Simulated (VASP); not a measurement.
# BP (flat sheet) in VASP: a series of runs

The runs below take BP (flat sheet) through single point, with PBE.

All numbers are computed with VASP 6.6.1; they aren't measurements. Logs are shortened: lines on timing, memory, paths and dates and some standing lists are left out, and cuts for length are marked.

### Step 1. The cell of the first run

The cell holds a wire with vacuum, 16 atoms: a = 15.300 Å, b = 15.600 Å, c = 3.210 Å, α = 90.00°, β = 90.00°, γ = 90.00°.

### Step 2. Single point, PBE

INCAR

```
PREC = Accurate
ENCUT = 520
EDIFF = 1E-6
ISMEAR = 0
SIGMA = 0.05
LREAL = Auto
LASPH = T
NELM = 100
ALGO = Normal
ISIF = 2
LWAVE = F
LCHARG = F
GGA = PE
NBANDS = 46
```

KPOINTS

```
Automatic mesh
0
Gamma
  1 1 14
```

POSCAR

```
BP
1.0
   15.3000000000      0.0000000000      0.0000000000
    0.0000000000     15.6000000000      0.0000000000
    0.0000000000      0.0000000000      3.2096652340
B P
8 8
Direct
    0.7181837593      0.5612945212      0.5000000000
    0.6100835061      0.6946878462      0.0000000000
    0.4374891381      0.7140191158      0.5000000000
    0.3014979488      0.6079879940      0.0000000000
    0.2818162407      0.4387054788      0.5000000000
    0.3899164939      0.3053121538      0.0000000000
    0.5625108619      0.2859808842      0.5000000000
    0.6985020512      0.3920120060      0.0000000000
    0.7079860134      0.6230649886      0.0000000000
    0.5583505678      0.7313225075      0.5000000000
    0.3745031190      0.7040263775      0.0000000000
    0.2641579285      0.5572406345      0.5000000000
    0.2920139866      0.3769350114      0.0000000000
    0.4416494322      0.2686774925      0.5000000000
    0.6254968810      0.2959736225      0.0000000000
    0.7358420715      0.4427593655      0.5000000000
```

Potentials or basis: VASP PAW PBE potentials, release 64 (B, P).

The run is started by

```console
cat potpaw_PBE.64/B/POTCAR potpaw_PBE.64/P/POTCAR > POTCAR
mpirun -np 1 vasp_std > vasp.out
```

OUTCAR:

```text
PREC = Accurate
   ENCUT = 520
   EDIFF = 1E-6
   ISMEAR = 0
   LREAL = Auto
   LASPH = T
   NELM = 100
   ISIF = 2
   GGA = PE

 ion  position               nearest neighbor table
   1  0.718  0.561  0.500-  16 1.87   9 1.88   9 1.88
   2  0.610  0.695  0.000-   9 1.87  10 1.88  10 1.88
   3  0.437  0.714  0.500-  10 1.87  11 1.88  11 1.88
   4  0.301  0.608  0.000-  11 1.87  12 1.88  12 1.88
   5  0.282  0.439  0.500-  12 1.87  13 1.88  13 1.88
   6  0.390  0.305  0.000-  13 1.87  14 1.88  14 1.88
[... 8 lines left out ...]
  15  0.625  0.296  0.000-   8 1.87   7 1.88   7 1.88
  16  0.736  0.443  0.500-   1 1.87   8 1.88   8 1.88

  LATTYP: Found a simple orthorhombic cell.
 ALAT       =     3.2096652340
 B/A-ratio  =     4.7668522679
 C/A-ratio  =     4.8603199595

  Lattice vectors:

 A1 = (   0.0000000000,   0.0000000000,   3.2096652340)
 A2 = (  15.3000000000,   0.0000000000,   0.0000000000)
 A3 = (   0.0000000000,  15.6000000000,   0.0000000000)

Analysis of symmetry for initial positions (statically):
=====================================================================
 Subroutine PRICEL returns:
 Original cell was already a primitive cell.

 Routine SETGRP: Setting up the symmetry group for a
 simple orthorhombic supercell.

 Subroutine GETGRP returns: Found  4 space group operations
 (whereof  4 operations were pure point group operations)
 out of a pool of  8 trial point group operations.

The static configuration has the point symmetry C_2h.

Analysis of symmetry for dynamics (positions and initial velocities):
=====================================================================
 Subroutine PRICEL returns:
 Original cell was already a primitive cell.

 Routine SETGRP: Setting up the symmetry group for a
 simple orthorhombic supercell.

 Subroutine GETGRP returns: Found  4 space group operations
 (whereof  4 operations were pure point group operations)
 out of a pool of  8 trial point group operations.

The dynamic configuration has the point symmetry C_2h.

 Subroutine INISYM returns: Found  4 space group operations
 (whereof  4 operations are pure point group operations),
 and found     1 'primitive' translations

----------------------------------------------------------------------------------------

                                     Primitive cell

  volume of cell :     766.0829

  direct lattice vectors                    reciprocal lattice vectors
    15.300000000  0.000000000  0.000000000     0.065359477  0.000000000  0.000000000
     0.000000000 15.600000000  0.000000000     0.000000000  0.064102564  0.000000000
     0.000000000  0.000000000  3.209665234     0.000000000  0.000000000  0.311558972

  length of vectors
    15.300000000 15.600000000  3.209665234     0.065359477  0.064102564  0.311558972

  position of ions in fractional coordinates (direct lattice)
     0.718183759  0.561294521  0.500000000
     0.610083506  0.694687846  0.000000000
     0.437489138  0.714019116  0.500000000
     0.301497949  0.607987994  0.000000000
     0.281816241  0.438705479  0.500000000
     0.389916494  0.305312154  0.000000000
[... 8 lines left out ...]
     0.625496881  0.295973623  0.000000000
     0.735842072  0.442759366  0.500000000

  ion indices of the primitive-cell ions
   primitive index   ion index
                 1           1
                 2           2
                 3           3
                 4           4
                 5           5
                 6           6
[... 8 lines left out ...]
                15          15
                16          16

----------------------------------------------------------------------------------------

 KPOINTS: Automatic mesh

Automatic generation of k-mesh.
 Grid dimensions read from file:
 generate k-points for:    1    1   14

 Generating k-lattice:

  Cartesian coordinates                     Fractional coordinates (reciprocal lattice)
     0.065359477  0.000000000  0.000000000     1.000000000  0.000000000  0.000000000
     0.000000000  0.064102564  0.000000000     0.000000000  1.000000000  0.000000000
     0.000000000  0.000000000  0.022254212     0.000000000  0.000000000  0.071428571

  Length of vectors
     0.065359477  0.064102564  0.022254212

  Shift w.r.t. Gamma in fractional coordinates (k-lattice)
     0.000000000  0.000000000  0.000000000

 Subroutine IBZKPT returns following result:
 ===========================================

 Found      8 irreducible k-points:

 Following reciprocal coordinates:
            Coordinates               Weight
  0.000000  0.000000  0.000000      1.000000
  0.000000  0.000000  0.071429      2.000000
  0.000000  0.000000  0.142857      2.000000
  0.000000  0.000000  0.214286      2.000000
  0.000000  0.000000  0.285714      2.000000
  0.000000  0.000000  0.357143      2.000000
  0.000000  0.000000  0.428571      2.000000
  0.000000  0.000000  0.500000      1.000000
   k-points           NKPTS =      8   k-points in BZ     NKDIM =      8   number of bands    NBANDS=     46
   number of dos      NEDOS =    301   number of ions     NIONS =     16
   total plane-waves  NPLWV = 345600
   dimension x,y,z NGX =   120 NGY =  120 NGZ =   24
   dimension x,y,z NGXF=   240 NGYF=  240 NGZF=   48
   ions per type =               8   8
   NGX,Y,Z   is equivalent  to a cutoff of  13.04, 12.79, 12.43 a.u.
   NGXF,Y,Z  is equivalent  to a cutoff of  26.08, 25.58, 24.86 a.u.
 SYSTEM =  unknown system
   PREC   = accura    normal or accurate (medium, high low for compatibility)
   ISTART =      0    job   : 0-new  1-cont  2-samecut
   ICHARG =      2    charge: 1-file 2-atom 10-const
   ISPIN  =      1    spin polarized calculation?
   LNONCOLLINEAR =      F non collinear calculations
   LSORBIT =      F    spin-orbit coupling
   LASPH  =      T    aspherical Exc in radial PAW
   ENCUT  =  520.0 eV  38.22 Ry    6.18 a.u.  28.45 29.01  5.97*2*pi/ulx,y,z
   NELM   =    100;   NELMIN=  2; NELMDL= -5     # of ELM steps
   EDIFF  = 0.1E-05   stopping-criterion for ELM
   LREAL  =      T    real-space projection
   EDIFFG = 0.1E-04   stopping-criterion for IOM
   NSW    =      0    number of steps for IOM
   IBRION =     -1    ionic relax: 0-MD 1-quasi-New 2-CG
   NFREE  =      0    steps in history (QN), initial steepest desc. (CG)
   ISIF   =      2    stress and relaxation
   ISYM   =      2    0-nonsym 1-usesym 2-fastsym
   POTIM  = 0.5000    time-step for ionic-motion
   TEBEG  =    0.0;   TEEND  =   0.0 temperature during run
   PSTRESS=    0.0 pullay stress
   NELECT =      64.0000    total number of electrons
   NUPDOWN=      -1.0000    fix difference up-down
   EMIN   =  10.00;   EMAX   =-10.00  energy-range for DOS
   EFERMI =   0.00;   METHOD = LEGACY
   ISMEAR =     0;   SIGMA  =   0.05  broadening in eV -4-tet -1-fermi 0-gaus
   EFERMI_NEDOS =   21; number of points for ismear=-14 and -15
   IALGO  =     38    algorithm
   IMIX   =      4    mixing-type and parameters
     AMIX     =   0.40;   BMIX     =  1.00
     AMIX_MAG =   1.60;   BMIX_MAG =  1.00
  volume/ion in A,a.u.               =      47.88       323.11
  Fermi-wavevector in a.u.,A,eV,Ry     =   0.715665  1.352410  6.968576  0.512176
  Thomas-Fermi vector in A             =   1.803884
   LORBIT       =      0    0 simple, 1 ext, 2 COOP (PROOUT), +10 PAW based schemes
   GGA     = PE    functional components
   LHFCALC =     F    Hartree Fock is set to
   AEXX    =    0.0000 exact exchange contribution
   IVDW    =     0    specifies the selected vdW correction
   LEPSILON=     F    determine dielectric tensor
   LRPA    =     F    only Hartree local field effects (RPA)
 non-spin polarized calculation
 Gauss-broadening in eV      SIGMA  =   0.05
  energy-cutoff  :      520.00
  volume of cell :      766.08
 maximum number of plane-waves:     20718
 NGX is ok and might be reduce to   120
   NGX = 57   NGY = 59   NGZ = 11

 number of electron      63.9999994 magnetization

 Free energy of the ion-electron system (eV)
  ---------------------------------------------------
  ext. energy  EPLUGINS =         0.00000000
  ---------------------------------------------------
  free energy    TOTEN  =       -95.67392862 eV

  energy without entropy =      -95.67392862  energy(sigma->0) =      -95.67392862

 E-fermi :  -1.9837     XC(G=0):  -3.9780

 val. band max:       -2.2602350926   @ k =   0.0000   0.0000   0.2857
 cond. band min:      -1.2065984613   @ k =   0.0000   0.0000   0.5000
 fundamental gap:      1.0536366314
 Fermi energy:        -1.9837332939

 k-point     1 :       0.0000    0.0000    0.0000
  band No.  band energies     occupation
      1     -15.6661      2.00000
      2     -15.4122      2.00000
      3     -15.4121      2.00000
      4     -14.6882      2.00000
      5     -14.6881      2.00000
      6     -13.6397      2.00000
[... 36 lines left out ...]
     43       1.4101      0.00000
     44       1.6726      0.00000

 k-point     2 :       0.0000    0.0000    0.0714
  band No.  band energies     occupation
      1     -15.6074      2.00000
      2     -15.3541      2.00000
      3     -15.3540      2.00000
      4     -14.6319      2.00000
      5     -14.6318      2.00000
      6     -13.5871      2.00000
[... 36 lines left out ...]
     43       1.7501      0.00000
     44       1.7563      0.00000

 k-point     3 :       0.0000    0.0000    0.1429
  band No.  band energies     occupation
      1     -15.4322      2.00000
      2     -15.1808      2.00000
      3     -15.1807      2.00000
      4     -14.4649      2.00000
      5     -14.4648      2.00000
      6     -13.4328      2.00000
[... 224 lines left out ...]
     43       2.2688      0.00000
     44       2.2696      0.00000

 k-point     8 :       0.0000    0.0000    0.5000
  band No.  band energies     occupation
      1     -13.0660      2.00000
      2     -13.0658      2.00000
      3     -12.9514      2.00000
      4     -12.9513      2.00000
      5     -12.9512      2.00000
      6     -12.9512      2.00000
[... 36 lines left out ...]
     43       2.3242      0.00000
     44       2.3245      0.00000
 [bands above 44 left out]

------------------------ aborting loop because EDIFF is reached ----------------------------------------

  FORCE on cell =-STRESS in cart. coord.  units (eV):
  Direction    XX          YY          ZZ          XY          YZ          ZX
  --------------------------------------------------------------------------------------
  -------------------------------------------------------------------------------------
  Total       -0.2063054     -0.2035261     -0.3305006     -0.0014353      0.0000000      0.0000000
  in kB       -0.4314649     -0.4256523     -0.6912053     -0.0030018      0.0000000      0.0000000
  external PRESSURE =      -0.5161075 kB  Pullay stress =       0.0000000 kB

 VOLUME and BASIS-vectors are now :
 -----------------------------------------------------------------------------
  energy-cutoff  :      520.00
  volume of cell :      766.08
      direct lattice vectors                 reciprocal lattice vectors
    15.300000000  0.000000000  0.000000000     0.065359477  0.000000000  0.000000000
     0.000000000 15.600000000  0.000000000     0.000000000  0.064102564  0.000000000
     0.000000000  0.000000000  3.209665234     0.000000000  0.000000000  0.311558972

 POSITION                                       TOTAL-FORCE (eV/Angst)
 -----------------------------------------------------------------------------------
     10.98821      8.75619      1.60483        -0.007824     -0.002920      0.000000
      9.33428     10.83713      0.00000        -0.004128     -0.006498      0.000000
      6.69358     11.13870      1.60483         0.001966     -0.007910      0.000000
      4.61292      9.48461      0.00000         0.006907     -0.003679      0.000000
      4.31179      6.84381      1.60483         0.007824      0.002920      0.000000
      5.96572      4.76287      0.00000         0.004128      0.006498      0.000000
[... 8 lines left out ...]
      9.57010      4.61719      0.00000         0.001704      0.001865      0.000000
     11.25838      6.90705      1.60483         0.000584      0.001426      0.000000
 -----------------------------------------------------------------------------------
    total drift:                               -0.000000      0.000000      0.000000

  FREE ENERGIE OF THE ION-ELECTRON SYSTEM (eV)
  ---------------------------------------------------
  free  energy   TOTEN  =       -95.6739286248 eV

  energy  without entropy=      -95.6739286248  energy(sigma->0) =      -95.67392862
```

It took 7 min on 1 thread of Intel Xeon Platinum 8488C (Sapphire Rapids), shared host; peak memory 0.74 GiB.

Results:

| Quantity | Value |
| --- | --- |
| Free energy | -95.6739 eV |
| Largest force | 0.008 eV/Å |
| Band gap on the k mesh | 1.05 eV, indirect (least direct gap 1.52 eV) |

Forces on the atoms (eV/Å):
```
B   -0.008 -0.003  0.000
B   -0.004 -0.006  0.000
B    0.002 -0.008  0.000
B    0.007 -0.004  0.000
B    0.008  0.003  0.000
B    0.004  0.006  0.000
B   -0.002  0.008  0.000
B   -0.007  0.004  0.000
P   -0.001  0.000  0.000
P   -0.001 -0.002  0.000
P   -0.002 -0.002  0.000
P   -0.001 -0.001  0.000
P    0.001  0.000  0.000
P    0.001  0.002  0.000
P    0.002  0.002  0.000
P    0.001  0.001  0.000
```

### Step 3. Single point, PBE

INCAR

```
SYSTEM = BP
ALGO     = Normal         ! electronic algorithm
EDIFF    = 1E-6           ! SCF threshold, eV
ENCUT    = 520            ! plane-wave cutoff, eV
GGA      = PE             ! functional
ISIF     = 2              ! what is computed and relaxed
ISMEAR   = 0              ! smearing method
LASPH    = .TRUE.         ! aspherical terms in the spheres
LCHARG   = .FALSE.        ! write CHGCAR
LREAL    = Auto         
LWAVE    = .FALSE.        ! write WAVECAR
NBANDS   = 46             ! bands
NELM     = 60             ! most SCF steps
PREC     = Accurate       ! precision mode
SIGMA    = 0.05           ! smearing width, eV
```

KPOINTS

```
k-points
0
G
  1 1 14
  0 0 0
```

POSCAR

```
BP
1.0
   15.3000000000      0.0000000000      0.0000000000
    0.0000000000     15.6000000000      0.0000000000
    0.0000000000      0.0000000000      3.2139963377
B P
8 8
Direct
    0.7237373424      0.5587973510      0.5000000000
    0.6158149706      0.6967397709      0.0000000000
    0.4400497598      0.7194347012      0.5000000000
    0.2994025866      0.6135877597      0.0000000000
    0.2762626576      0.4412026490      0.5000000000
    0.3841850294      0.3032602291      0.0000000000
    0.5599502402      0.2805652988      0.5000000000
    0.7005974134      0.3864122403      0.0000000000
    0.7005974134      0.6135877597      0.0000000000
    0.5599502402      0.7194347012      0.5000000000
    0.3841850294      0.6967397709      0.0000000000
    0.2762626576      0.5587973510      0.5000000000
    0.2994025866      0.3864122403      0.0000000000
    0.4400497598      0.2805652988      0.5000000000
    0.6158149706      0.3032602291      0.0000000000
    0.7237373424      0.4412026490      0.5000000000
```

Potentials or basis: VASP PAW PBE potentials, release 64 (B, P).

The run is started by

```console
cat potpaw_PBE.64/B/POTCAR potpaw_PBE.64/P/POTCAR > POTCAR
mpirun -np 1 vasp_std > vasp.out
```

OUTCAR:

```text
SYSTEM = BP
   EDIFF = 1E-6
   ENCUT = 520
   GGA = PE
   ISIF = 2
   ISMEAR = 0
   LASPH = .TRUE.
   LREAL = Auto
   NELM = 60
   PREC = Accurate

 ion  position               nearest neighbor table
   1  0.724  0.559  0.500-  16 1.83   9 1.85   9 1.85
   2  0.616  0.697  0.000-   9 1.83  10 1.85  10 1.85
   3  0.440  0.719  0.500-  10 1.83  11 1.85  11 1.85
   4  0.299  0.614  0.000-  11 1.83  12 1.85  12 1.85
   5  0.276  0.441  0.500-  12 1.83  13 1.85  13 1.85
   6  0.384  0.303  0.000-  13 1.83  14 1.85  14 1.85
[... 598 lines left out ...]
  Total        5.2544721      5.2455979      1.2958309     -0.0083840      0.0000000      0.0000000
  in kB       10.9743363     10.9558019      2.7064343     -0.0175106      0.0000000      0.0000000
  external PRESSURE =       8.2121909 kB  Pullay stress =       0.0000000 kB

 VOLUME and BASIS-vectors are now :
 -----------------------------------------------------------------------------
  energy-cutoff  :      520.00
  volume of cell :      767.12
      direct lattice vectors                 reciprocal lattice vectors
    15.300000000  0.000000000  0.000000000     0.065359477  0.000000000  0.000000000
     0.000000000 15.600000000  0.000000000     0.000000000  0.064102564  0.000000000
     0.000000000  0.000000000  3.213996338     0.000000000  0.000000000  0.311139122

 POSITION                                       TOTAL-FORCE (eV/Angst)
 -----------------------------------------------------------------------------------
     11.07318      8.71724      1.60700        -0.346798      0.048675     -0.000000
      9.42197     10.86914      0.00000        -0.280421     -0.208616      0.000000
      6.73276     11.22318      1.60700        -0.048822     -0.346496      0.000000
      4.58086      9.57197      0.00000         0.210213     -0.279209      0.000000
      4.22682      6.88276      1.60700         0.346798     -0.048675      0.000000
      5.87803      4.73086      0.00000         0.280421      0.208616      0.000000
[... 8 lines left out ...]
      9.42197      4.73086      0.00000         0.230204     -0.670486      0.000000
     11.07318      6.88276      1.60700         0.638397     -0.314711     -0.000000
 -----------------------------------------------------------------------------------
    total drift:                                0.000000     -0.000000     -0.000000

  FREE ENERGIE OF THE ION-ELECTRON SYSTEM (eV)
  ---------------------------------------------------
  free  energy   TOTEN  =       -95.0434532504 eV

  energy  without entropy=      -95.0434532504  energy(sigma->0) =      -95.04345325
```

Run time: 6.6 min. Hardware: 1 thread of Intel Xeon Platinum 8488C (Sapphire Rapids), shared host; peak memory 0.74 GiB.

Results:

```
Free energy            : -95.0435 eV
Largest force          : 0.712 eV/Å
Band gap on the k mesh : 0.64 eV, indirect (least direct gap 0.81 eV)
```

Forces in eV/Å, atoms in the order of the input:
```
B   -0.347  0.049  0.000
B   -0.280 -0.209  0.000
B   -0.049 -0.346  0.000
B    0.210 -0.279  0.000
B    0.347 -0.049  0.000
B    0.280  0.209  0.000
B    0.049  0.346  0.000
B   -0.210  0.279  0.000
P    0.674  0.228  0.000
P    0.315  0.638  0.000
P   -0.230  0.670  0.000
P   -0.638  0.315  0.000
P   -0.674 -0.228  0.000
P   -0.315 -0.638  0.000
P    0.230 -0.670  0.000
P    0.638 -0.315  0.000
```

Levels at points of the mesh, in eV from the valence-band top:
```
           k point  band 30  band 31  band 32  band 33  band 34  band 35
(0.00, 0.00, 0.00)    -1.80    -1.80    -0.73     1.14     2.08     2.08
(0.00, 0.00, 0.50)    -1.54    -1.28    -1.28     0.64     0.64     1.46
```
